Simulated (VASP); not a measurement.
## Sc: single point with LDA

The system is Sc.

```
Sc
1.0
     0.00000    2.20991    2.20991
     2.20991    0.00000    2.20991
     2.20991    2.20991    0.00000
Sc
1
Direct
  0.00000 0.00000 0.00000
```

This isn't the form of Sc at room conditions, which is hcp.

```json
{"Program": "VASP 6.6.1", "Task": "single point", "Functional": "LDA", "Potentials or basis": "VASP PAW LDA potentials, release 64 (Sc_sv)", "Cutoff": "520 eV", "k mesh": "20 × 20 × 20", "Occupations": "fermi-dirac, width 0.1 eV", "Spin": "no spin polarisation", "Dipole correction": "no", "Further INCAR settings": "ALGO = Normal; EDIFF = 1e-06; NBANDS = 12"}
```

| Quantity | Value |
| --- | --- |
| Pressure | 2.5 GPa |
| Band gap on the k mesh | zero (an odd number of electrons rules out a gap without spin polarisation) |

Levels at points of the mesh, in eV from the Fermi level:
```csv
k point,band 3,band 4,band 5,band 6,band 7,band 8
"(0.00, 0.00, 0.00)",-27.15,-27.15,-5.36,1.70,1.70,1.70
"(0.50, 0.00, 0.00)",-27.23,-27.23,-1.94,0.62,1.56,1.56
"(0.50, 0.50, 0.00)",-27.37,-27.37,-1.83,-0.87,2.51,4.41
```

It took 46 s on 1 thread of Intel Xeon 8259CL (shared host), peak memory 0.18 GiB.
